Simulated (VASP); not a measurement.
Here is a VASP 6.6.1 calculation.

The input INCAR:

```
ALGO = Normal
EDIFF = 1E-6
ENCUT = 600
GGA = PE
GGA_COMPAT = False
ISIF = 2
ISMEAR = 0
LASPH = True
LCHARG = False
LREAL = False
LWAVE = False
NBANDS = 36
NELM = 120
PREC = Accurate
SIGMA = 0.1
```

KPOINTS

```
k-points
0
Gamma
  4 4 1
```

Contents of POSCAR:

```
Be3TeSe2
1.0
    3.8220500712      0.0000000000      0.0000000000
    0.0000000000      3.8220500712      0.0000000000
    0.0000000000      0.0000000000     15.6866262072
Be Te Se
6 2 4
Direct
    0.5000000000      0.5000000000      0.1852463662
    0.0000000000      0.0000000000      0.3438476918
    0.5000000000      0.5000000000      0.5000000000
    0.0000000000      0.0000000000      0.6561523082
    0.5000000000      0.5000000000      0.8147536338
    0.0000000000      0.0000000000      0.0000000000
    0.0000000000      0.5000000000      0.0923066129
    0.5000000000      0.0000000000      0.9076933871
    0.5000000000      0.0000000000      0.2648217453
    0.0000000000      0.5000000000      0.4222000452
    0.5000000000      0.0000000000      0.5777999548
    0.0000000000      0.5000000000      0.7351782547
```

Potentials or basis: VASP PAW PBE potentials, release 64 (Be, Te, Se).

The run is started by

```console
$ cat potpaw_PBE.64/Be/POTCAR potpaw_PBE.64/Te/POTCAR potpaw_PBE.64/Se/POTCAR > POTCAR
$ mpirun -np 1 vasp_std > vasp.out
```

(1) Predict the pressure.

(2) Estimate the band gap on the k mesh.

(3) Estimate the largest force.

Answers

(1) 0.2 GPa.

(2) 1.95 eV.

(3) 0.085 eV/Å.

Caveat: spin-orbit coupling is left out, which moves the levels of the heavy elements.
